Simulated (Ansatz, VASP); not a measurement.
**Cu: VASP beside Ansatz**

The input INCAR:

```
SYSTEM = Cu
ALGO = Fast ; EDIFF = 1E-6
ENCUT = 520 ; GGA = PS
ISIF = 2 ; ISMEAR = 0
LASPH = .TRUE. ; LCHARG = .TRUE.
LELF = .TRUE. ; LREAL = .FALSE.
LVHAR = .TRUE. ; LWAVE = .FALSE.
NBANDS = 18 ; NELM = 60
PREC = Accurate ; SIGMA = 0.15
```

The input KPOINTS:

```
k-points
0
G
  20 20 12
  0 0 0
```

The input POSCAR:

```
Cu
1.0
    1.4427933200     -1.4427933200     -1.3760814500
    1.4427933200      1.4427933200     -1.3760814500
    2.8855866400      0.0000000000      2.7521629000
Cu
2
Direct
   -0.0626903184     -0.0626903184     -0.0000817711
    0.5626903184      0.5626903184      0.5000817711
```

Input for Ansatz:

```yaml
crystal:
  lattice:
    - [1.44279332, -1.44279332, -1.37608145]
    - [1.44279332, 1.44279332, -1.37608145]
    - [2.88558664, 0.0, 2.7521629]
  atoms:
    - { symbol: Cu, position: [-0.0626903184, -0.0626903184, -8.17711e-05] }
    - { symbol: Cu, position: [0.5626903184, 0.5626903184, 0.5000817711] }
basis:
  ecutwfc: 420
kpoints:
  mp_grid: { grid: [20, 20, 12] }
hamiltonian:
  xc: pbesol
scf:
  occupations: { method: gaussian, width: 0.15 }
output:
  forces: true
  stress: true
  eigenvalues: true
  write_density: true
  write_potential: true
  elf: true
  volumetric_format: npy
```

Change from the starting cell: mode 4 (38.2 1/cm) frozen in, largest displacement +0.250 Å.

Alike in both runs: task single point; functional PBEsol; k mesh 20 × 20 × 12; occupations gaussian, width 0.15 eV; no spin polarisation.

|  | VASP | Ansatz |
| --- | --- | --- |
| version | VASP 6.6.1 | Ansatz 0.2.0 |
| potentials or method | VASP PAW PBE potentials, release 64 (Cu), cutoff 520 eV | scalar-relativistic, plane waves, PAW |
| valence electrons in the cell | 22 | 38 |

|  | VASP | Ansatz | Ansatz less VASP |
| --- | --- | --- | --- |
| gap on the k mesh at the Fermi level (eV) | none | none | - |
| pressure (GPa) | 0.8 | 0.2 | -0.57 |
| traceless stress, the component that is largest in VASP (GPa) | -4.79 | -4.78 | +0.009 |
| rms of the force components (eV/Å) | 0.173 | 0.171 | -0.0012 |

VASP's potentials were made for PBE, not for PBEsol. Atom by atom the forces differ by 0.001 eV/Å (rms over components). A gap of «none» marks a metal or a gap that the smearing closes. The functional is the same, so the differences come from potentials, cutoffs and numerics. VASP's potentials hold 22 valence electrons a cell and Ansatz's 38, so a difference there can come from the potentials and not from the codes.
